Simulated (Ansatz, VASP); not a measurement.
SiNi in VASP and in Ansatz

File INCAR:

```
SYSTEM = SiNi
  PREC = Accurate
  ENCUT = 520
  EDIFF = 1E-6
  ISMEAR = -1
  SIGMA = 0.5
  LREAL = Auto
  LASPH = .True.
  NELM = 60
  ALGO = Normal
  ISIF = 2
  LWAVE = .False.
  LCHARG = .False.
  GGA = PE
  NBANDS = 70
```

File KPOINTS:

```
regular mesh
0
Gamma
  4 4 4
  0 0 0
```

POSCAR

```
SiNi
1.0
    0.0000000000      3.3651339829      5.7333422532
    5.1836640550      0.0000000000      5.7333422532
    5.1836640550      3.3651339829      0.0000000000
Si Ni
8 8
Direct
    0.2539320252      0.3257630216      0.4960679748
    0.7539320252      0.8257630216      0.9960679748
    0.2460679748      0.1742369784      0.0039320252
    0.7460679748      0.6742369784      0.5039320252
    0.1742369784      0.7460679748      0.5757630216
    0.6742369784      0.2460679748      0.0757630216
    0.3257630216      0.7539320252      0.9242369784
    0.8257630216      0.2539320252      0.4242369784
    0.2157668322      0.4746158589      0.0342331678
    0.7157668322      0.9746158589      0.5342331678
    0.2842331678      0.0253841411      0.4657668322
    0.7842331678      0.5253841411      0.9657668322
    0.0253841411      0.7842331678      0.2246158589
    0.5253841411      0.2842331678      0.7246158589
    0.4746158589      0.7157668322      0.2753841411
    0.9746158589      0.2157668322      0.7753841411
```

Input for Ansatz:

```yaml
crystal:
  lattice:
    - [0.0, 3.3651339829, 5.7333422532]
    - [5.183664055, 0.0, 5.7333422532]
    - [5.183664055, 3.3651339829, 0.0]
  atoms:
    - { symbol: Si, position: [0.2539320252, 0.3257630216, 0.4960679748] }
    - { symbol: Si, position: [0.7539320252, 0.8257630216, 0.9960679748] }
    - { symbol: Si, position: [0.2460679748, 0.1742369784, 0.0039320252] }
    - { symbol: Si, position: [0.7460679748, 0.6742369784, 0.5039320252] }
    - { symbol: Si, position: [0.1742369784, 0.7460679748, 0.5757630216] }
    - { symbol: Si, position: [0.6742369784, 0.2460679748, 0.0757630216] }
    - { symbol: Si, position: [0.3257630216, 0.7539320252, 0.9242369784] }
    - { symbol: Si, position: [0.8257630216, 0.2539320252, 0.4242369784] }
    - { symbol: Ni, position: [0.2157668322, 0.4746158589, 0.0342331678] }
    - { symbol: Ni, position: [0.7157668322, 0.9746158589, 0.5342331678] }
    - { symbol: Ni, position: [0.2842331678, 0.0253841411, 0.4657668322] }
    - { symbol: Ni, position: [0.7842331678, 0.5253841411, 0.9657668322] }
    - { symbol: Ni, position: [0.0253841411, 0.7842331678, 0.2246158589] }
    - { symbol: Ni, position: [0.5253841411, 0.2842331678, 0.7246158589] }
    - { symbol: Ni, position: [0.4746158589, 0.7157668322, 0.2753841411] }
    - { symbol: Ni, position: [0.9746158589, 0.2157668322, 0.7753841411] }
basis:
  ecutwfc: 420
  xc_grid: 2
hamiltonian:
  xc: pbe
  pseudopotentials: { kind: paw, azcp: { folder: soft_1 } }
kpoints:
  mp_grid: { grid: [4, 4, 4] }
scf:
  occupations: { method: fermi_dirac, width: 0.5 }
  max_iter: 120
output:
  forces: true
```

Alike in both runs: task single point; functional PBE; k mesh 4 × 4 × 4; occupations fermi-dirac, width 0.5 eV; no spin polarisation.

```csv
,VASP,Ansatz
version,VASP 6.6.1,Ansatz 0.2.0
potentials or method,"VASP PAW PBE potentials, release 64 (Si, Ni), cutoff 520 eV",plane-wave PAW DFT
valence electrons in the cell,112,176
```

VASP gave:

- rms of the force components (eV/Å): 0.005

Problem. Which values does Ansatz return?

Solution. rms of the force components (eV/Å): 0.001.

Atom by atom the forces differ by 0.004 eV/Å (rms over components). VASP's potentials hold 112 valence electrons a cell and Ansatz's 176, so a difference there can come from the potentials and not from the codes.
